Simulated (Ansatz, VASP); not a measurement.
## Two plane-wave programs on MgSe

INCAR

```
SYSTEM = MgSe
ALGO = Normal ; EDIFF = 1E-6
ENCUT = 600 ; GGA = PE
GGA_COMPAT = .FALSE. ; ISIF = 2
ISMEAR = 0 ; LASPH = .TRUE.
LCHARG = .FALSE. ; LREAL = .FALSE.
LWAVE = .FALSE. ; NBANDS = 11
NELM = 120 ; PREC = Accurate
SIGMA = 0.02
```

KPOINTS

```
k-points
0
G
  8 8 8
  0 0 0
```

The input POSCAR:

```
MgSe
1.0
    0.0000000000      2.7266488066      2.7266488066
    2.7266488066      0.0000000000      2.7266488066
    2.7266488066      2.7266488066      0.0000000000
Mg Se
1 1
Direct
    0.0000000000      0.0000000000      0.0000000000
    0.5000000000      0.5000000000      0.5000000000
```

Input for Ansatz:

```yaml
crystal:
  lattice:
    - [0.0, 2.7266488066, 2.7266488066]
    - [2.7266488066, 0.0, 2.7266488066]
    - [2.7266488066, 2.7266488066, 0.0]
  atoms:
    - { symbol: Mg, position: [0.0, 0.0, 0.0] }
    - { symbol: Se, position: [0.5, 0.5, 0.5] }
basis:
  ecutwfc: 420
kpoints:
  mp_grid: { grid: [8, 8, 8] }
hamiltonian:
  xc: pbe
scf:
  occupations: { method: gaussian, width: 0.02 }
output:
  forces: true
  stress: true
  eigenvalues: true
```

Alike in both runs: task single point; functional PBE; k mesh 8 × 8 × 8; occupations gaussian, width 0.02 eV; no spin polarisation.

```csv
,VASP,Ansatz
version,VASP 6.6.1,Ansatz 0.2.0
potentials or method,"VASP PAW PBE potentials, release 64 (Mg, Se), cutoff 600 eV","scalar-relativistic, plane waves, PAW"
valence electrons in the cell,8,26
```

|  | VASP | Ansatz | Ansatz less VASP |
| --- | --- | --- | --- |
| gap on the k mesh at the Fermi level (eV) | 1.80 | 1.82 | +0.023 |
| least direct gap on the mesh (eV) | 2.59 | 2.60 | +0.010 |
| pressure (GPa) | 1.8 | 1.9 | +0.12 |

The functional is the same, so the differences come from potentials, cutoffs and numerics. VASP's potentials hold 8 valence electrons a cell and Ansatz's 26, so a difference there can come from the potentials and not from the codes.
